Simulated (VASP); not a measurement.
A run of VASP 6.6.1:

The input POSCAR:

```
Mo
1.0
    2.7065613609      0.0000000000      0.0000000000
   -1.3532806805      2.3439508954      0.0000000000
    0.0000000000      0.0000000000      4.9553277439
Mo
2
Direct
    0.3333333333      0.6666666667      0.7500000000
    0.6666666667      0.3333333333      0.2500000000
```

File INCAR.step1:

```
SYSTEM = Mo
  PREC = Accurate
  ENCUT = 520
  EDIFF = 1E-5
  ISMEAR = 0
  SIGMA = 0.05
  LREAL = .FALSE.
  LASPH = .TRUE.
  NELM = 80
  ALGO = Normal
  ISIF = 2
  LWAVE = .TRUE.
  LCHARG = .FALSE.
  NBANDS = 21
  GGA = PE
  KPAR = 4
```

Contents of INCAR.step2:

```
SYSTEM = Mo
  PREC = Accurate
  ENCUT = 520
  EDIFF = 1E-6
  ISMEAR = 0
  SIGMA = 0.05
  LREAL = .FALSE.
  LASPH = .TRUE.
  NELM = 80
  ALGO = Normal
  ISIF = 2
  LWAVE = .FALSE.
  LCHARG = .FALSE.
  GGA = PE
  LHFCALC = .TRUE.
  HFSCREEN = 0.2079
  PRECFOCK = Normal
  NBANDS = 21
  ISTART = 1
  KPAR = 4
```

Contents of KPOINTS:

```
regular mesh
0
G
  8 8 4
  0 0 0
```

Potentials or basis: VASP PAW PBE potentials, release 64 (Mo_sv).

Command:

```bash
$ cat potpaw_PBE.64/Mo_sv/POTCAR > POTCAR
$ cp INCAR.step1 INCAR
$ mpirun -np 4 vasp_std > vasp.out
$ cp INCAR.step2 INCAR
$ mpirun -np 4 vasp_std > vasp.out
```

Hardware: 4 MPI ranks on Intel(R) Xeon(R) Platinum 8488C (Sapphire Rapids), with other jobs on the host.

**Question.** How long does it take, and how much memory?

**Answer.** It took 30 min on 4 MPI ranks on Intel(R) Xeon(R) Platinum 8488C (Sapphire Rapids), on a shared host, peak memory 0.26 GiB a rank. Counts: k points 30.
